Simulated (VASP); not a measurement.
The system is Cu.

```
CELL_PARAMETERS angstrom
0.00000 1.80750 1.80750
1.80750 0.00000 1.80750
1.80750 1.80750 0.00000
ATOMIC_POSITIONS crystal
Cu 0.00000 0.00000 0.00000
```

| Quantity | Value |
| --- | --- |
| Program | VASP 6.6.1 |
| Task | relaxation of cell and atoms |
| Functional | PBEsol |
| Potentials or basis | VASP PAW PBE potentials, release 64 (Cu) |
| Cutoff | 600 eV |
| k mesh | 24 × 24 × 24 |
| Occupations | fermi-dirac, width 0.05 eV |
| Spin | no spin polarisation |

At the start: pressure -5.7 GPa; volume 11.81 Å³/atom.

Question: Where does the relaxation end?

Answer: Over 6 steps the energy falls by 8.2 meV/atom and the volume is 11.37 Å³/atom (-3.7 %); space group Fm-3m (No. 225, to 0.05 Å).

The path:
| step | energy change (eV) | largest force (eV/Å) | pressure (GPa) | volume (Å³) |
| --- | --- | --- | --- | --- |
| 1 | 0.0000 | 0.0000 | -5.70 | 11.81 |
| 2 | -0.0050 | 0.0000 | 4.07 | 11.11 |
| 3 | -0.0082 | 0.0000 | -0.04 | 11.37 |
| 4 | -0.0082 | 0.0000 | 0.13 | 11.36 |
| 5 | -0.0082 | 0.0000 | -0.04 | 11.37 |
| 6 | -0.0082 | 0.0000 | -0.03 | 11.37 |

Final structure:
```
Cu
1.0
     0.00000    1.78465    1.78465
     1.78465    0.00000    1.78465
     1.78465    1.78465    0.00000
Cu
1
Direct
  0.00000 0.00000 0.00000
```

Caveat: the PAW data sets were made with another functional, which shifts forces and pressure a little.
